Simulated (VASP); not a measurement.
## SiC (NiAs type): relaxation of cell and atoms with PBE

Crystal: SiC (NiAs type).

```xyz
4
Lattice="2.4894 0.0000 0.0000 -1.2447 2.1559 0.0000 0.0000 0.0000 3.8586" Properties=species:S:1:pos:R:3 pbc="T T T"
Si    0.0000    0.0000    0.0000
Si    0.0000    0.0000    1.9293
C     0.0000    1.4373    0.9647
C     1.2447    0.7186    2.8940
```

```yaml
Program: VASP 6.6.1
Task: relaxation of cell and atoms
Functional: PBE
Potentials_or_basis: VASP PAW PBE potentials, release 64 (Si, C)
Cutoff: 600 eV
k_mesh: 14 × 14 × 8
Occupations: fermi-dirac, width 0.05 eV
Spin: no spin polarisation
Target_pressure: 320 GPa
Dipole_correction: no
Further_INCAR_settings: ALGO = Normal; EDIFF = 1e-06; IBRION = 2; EDIFFG = -0.005; NSW = 60; ISIF = 3
```

```yaml
Relaxed_volume: 5.22 Å³/atom
Relaxed_cell: a = 2.417 Å, b = 2.417 Å, c = 4.130 Å, α = 90.00°, β = 90.00°, γ = 120.00°
Space_group_after_relaxing_to_0.1_Å: P6_3/mmc (No. 194)
Energy_change_on_relaxing_the_run_minimises_the_enthalpy: -307.8 meV/atom
Ionic_steps: 12
Pressure_after_relaxing: 320.0 GPa
Band_gap_on_the_k_mesh: 0.97 eV (least direct gap 3.54 eV)
```

The path:
```tsv
step	energy change (eV)	largest force (eV/Å)	pressure (GPa)	volume (Å³)
1	0.0000	0.0000	346.24	20.71
2	-1.4795	0.0000	222.43	22.72
3	-2.2847	0.0000	287.94	21.45
4	-2.1916	0.0000	291.30	21.40
5	3.0088	0.0000	442.09	19.15
6	-1.3015	0.0000	317.87	20.93
7	-1.2495	0.0000	319.40	20.91
8	-1.2297	0.0000	319.96	20.90
9	-1.1963	0.0000	321.21	20.88
10	-1.2157	0.0000	320.50	20.89
11	-1.2721	0.0000	318.83	20.92
12	-1.2313	0.0000	320.05	20.90
```

Final structure:
```yaml
crystal:
  lattice:
    - [2.41698, 0.00000, 0.00000]
    - [-1.20849, 2.09316, 0.00000]
    - [0.00000, 0.00000, 4.13042]
  atoms:
    - { symbol: Si, position: [0.00000, 0.00000, 0.00000] }
    - { symbol: Si, position: [0.00000, 0.00000, 0.50000] }
    - { symbol: C, position: [0.33333, 0.66667, 0.25000] }
    - { symbol: C, position: [0.66667, 0.33333, 0.75000] }
```

Levels at points of the mesh, in eV from the valence-band top:
```csv
k point,band 5,band 6,band 7,band 8,band 9,band 10,band 11,band 12
"(0.00, 0.00, 0.00)",-2.06,-0.86,0.00,0.00,4.70,10.09,10.89,10.89
"(0.50, 0.00, 0.00)",-10.80,-7.43,-5.81,-2.57,0.97,5.78,8.06,9.00
"(0.00, 0.00, 0.50)",-1.05,-1.05,-1.05,-1.05,9.28,9.28,9.34,9.34
"(0.50, 0.00, 0.50)",-5.29,-5.29,-4.52,-4.52,2.38,2.38,6.79,6.79
```

It took 3.7 min on 1 thread of Intel Xeon 8259CL, with other jobs on the host, peak memory 0.16 GiB.

Caveat: the cell is relaxed towards a set pressure, so the run minimises the enthalpy, not the energy. A k mesh can miss the band edges.
